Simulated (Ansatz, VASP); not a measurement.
**One calculation of SiC, two programs**

```xyz
8
Lattice="3.0969 0.0000 0.0000 0.0000 4.3797 0.0000 0.0000 0.0000 20.6454" Properties=species:S:1:pos:R:3 pbc="T T T"
Si    0.0000    3.6630    8.2657
Si    1.5485    1.6747    9.4690
Si    0.0000    3.8645   11.1764
Si    1.5485    1.4731   12.3797
C     1.5485    2.8096    8.0085
C     0.0000    0.6122    9.5373
C     1.5485    2.8020   11.1081
C     0.0000    0.6197   12.6369
```

Alike in both runs: task single point; functional PBE; k mesh 8 × 6 × 1; occupations fermi-dirac, width 0.02 eV; no spin polarisation.

|  | VASP | Ansatz |
| --- | --- | --- |
| version | VASP 6.6.1 | Ansatz 0.2.0 |
| potentials or method | VASP PAW PBE potentials, release 64 (Si, C) | PAW with Ansatz's default frozen-core files, scalar-relativistic |
| plane-wave cutoff (eV) | 520 | 420 |
| valence electrons in the cell | 32 | 32 |

```tsv
	VASP	Ansatz	Ansatz less VASP
gap on the k mesh at the Fermi level (eV)	0.83	0.83	+0.006
rms of the force components (eV/Å)	0.005	0.002	-0.0027
```

Ansatz's warnings: structure snapped to symmetry.
